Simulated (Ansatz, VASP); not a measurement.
**Two plane-wave programs on MoH4**

```
H Mo
1.0
     2.79275    0.00066    0.01931
     0.00071    2.78487   -0.01171
     0.08511   -0.05214   11.73343
H Mo
8 2
Direct
  0.49886 0.99844 0.10864
  0.48879 0.00919 0.60348
  0.00168 0.50133 0.39092
  0.01087 0.49088 0.89612
  0.50139 0.00168 0.39134
  0.51149 0.99079 0.89653
  0.99802 0.49863 0.10907
  0.98903 0.50905 0.60390
  0.00464 0.99469 0.00258
  0.99523 0.00531 0.49741
```

Change from the starting cell: cell x2, atoms moved at random (sigma 0.05 Å) and cell strained at random (1.5 %), then relaxed without symmetry.

Alike in both runs: functional PBE; k mesh 8 × 8 × 2; occupations gaussian, width 0.2 eV; no spin polarisation.

Ansatz relaxed the structure, and its values are those at the end. VASP's run is a single point on that final structure, the one shown.

```csv
,VASP,Ansatz
version,VASP 6.6.1,Ansatz 0.2.0
potentials or method,"VASP PAW PBE potentials, release 64 (H, Mo_sv), cutoff 520 eV","scalar-relativistic, plane waves, PAW"
valence electrons in the cell,36,36
```

VASP gave:

```
gap on the k mesh at the Fermi level (eV) : none
pressure (GPa)                            : 0.1
rms of the force components (eV/Å)        : 0.005
```

Problem. Estimate Ansatz's values.

Solution. gap on the k mesh at the Fermi level (eV): none; pressure (GPa): 0.1; rms of the force components (eV/Å): 0.002.

A gap of «none» marks a metal or a gap that the smearing closes. The functional is the same, so the differences come from potentials, cutoffs and numerics.
